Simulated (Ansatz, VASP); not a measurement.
**HPb2 in VASP and in Ansatz**

INCAR

```
PREC = Accurate
ENCUT = 520
EDIFF = 1E-6
ISMEAR = 0
SIGMA = 0.1
LREAL = F
LASPH = T
NELM = 100
ALGO = Fast
ISIF = 2
LWAVE = F
LCHARG = F
GGA = PE
NBANDS = 38
```

The input KPOINTS:

```
Automatic mesh
0
Gamma
  6 6 2
```

The input POSCAR:

```
HPb2
1.0
    3.7108921504      0.0000000000      0.0000000000
    0.0000000000      3.7108921504      0.0000000000
    0.0000000000      0.0000000000     10.7014106066
H Pb
2 4
Direct
    0.0000000000      0.0000000000      0.0000000000
    0.5000000000      0.5000000000      0.5000000000
    0.0000000000      0.5000000000      0.1250000000
    0.0000000000      0.5000000000      0.6250000000
    0.5000000000      0.0000000000      0.3750000000
    0.5000000000      0.0000000000      0.8750000000
```

Input for Ansatz:

```yaml
crystal:
  lattice:
    - [3.7108921504, 0.0, 0.0]
    - [0.0, 3.7108921504, 0.0]
    - [0.0, 0.0, 10.7014106066]
  atoms:
    - { symbol: H, position: [0.0, 0.0, 0.0] }
    - { symbol: H, position: [0.5, 0.5, 0.5] }
    - { symbol: Pb, position: [0.0, 0.5, 0.125] }
    - { symbol: Pb, position: [0.0, 0.5, 0.625] }
    - { symbol: Pb, position: [0.5, 0.0, 0.375] }
    - { symbol: Pb, position: [0.5, 0.0, 0.875] }
basis:
  ecutwfc: 420
kpoints:
  mp_grid: { grid: [6, 6, 2] }
hamiltonian:
  xc: pbe
scf:
  occupations: { method: gaussian, width: 0.1 }
  lower_state_search: "off"
output:
  forces: true
  stress: true
  eigenvalues: true
```

Alike in both runs: task single point; functional PBE; k mesh 6 × 6 × 2; occupations gaussian, width 0.1 eV; no spin polarisation.

|  | VASP | Ansatz |
| --- | --- | --- |
| version | VASP 6.6.1 | Ansatz 0.2.0 |
| potentials or method | VASP PAW PBE potentials, release 64 (H, Pb_d), cutoff 520 eV | scalar-relativistic, plane waves, PAW |
| valence electrons in the cell | 58 | 58 |

|  | VASP | Ansatz | Ansatz less VASP |
| --- | --- | --- | --- |
| gap on the k mesh at the Fermi level (eV) | none | none | - |
| pressure (GPa) | -0.5 | -0.4 | +0.08 |
| traceless stress, the component that is largest in VASP (GPa) | -1.19 | -1.19 | -0.004 |
| rms of the force components (eV/Å) | 0.139 | 0.139 | 0.0000 |

Atom by atom the forces differ by 0.000 eV/Å (rms over components). A gap of «none» marks a metal or a gap that the smearing closes. The functional is the same, so the differences come from potentials, cutoffs and numerics.

Neither program's run includes spin-orbit coupling.
